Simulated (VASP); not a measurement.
The system is CuI.

```xyz
2
Lattice="0.0000 2.9696 2.9696 2.9696 0.0000 2.9696 2.9696 2.9696 0.0000" Properties=species:S:1:pos:R:3 pbc="T T T"
I     0.0000    0.0000    0.0000
Cu    4.4544    4.4544    4.4544
```

Base run:

- Program: VASP 6.6.1
- Functional: RPBE
- Potentials or basis: VASP PAW PBE potentials, release 64 (I, Cu)
- Cutoff: 520 eV
- k mesh: 8 × 8 × 8
- Occupations: fermi-dirac, width 0.05 eV
- Spin: no spin polarisation

Its results: band gap on the k mesh 1.45 eV; pressure 5.5 GPa.

Question: After a change of settings the same cell gave: band gap on the k mesh 9.98 eV; pressure 12.1 GPa. Which change was it?
A. functional from RPBE to HF; k mesh from 8 × 8 × 8 to 4 × 4 × 4
B. functional from RPBE to SVWN5; further incar settings from ALGO = Normal; EDIFF = 1e-06; NBANDS = 16 to ALGO = Normal; EDIFF = 1e-07; NBANDS = 16
C. functional from RPBE to PBE; dispersion from none to D3(BJ)

Answer: A.

Caveats: some runs use coarse meshes; the PAW data sets were made with another functional, which shifts forces and pressure a little; spin-orbit coupling is left out, which moves the levels of the heavy elements; the cell stands under pressure (at least some runs).
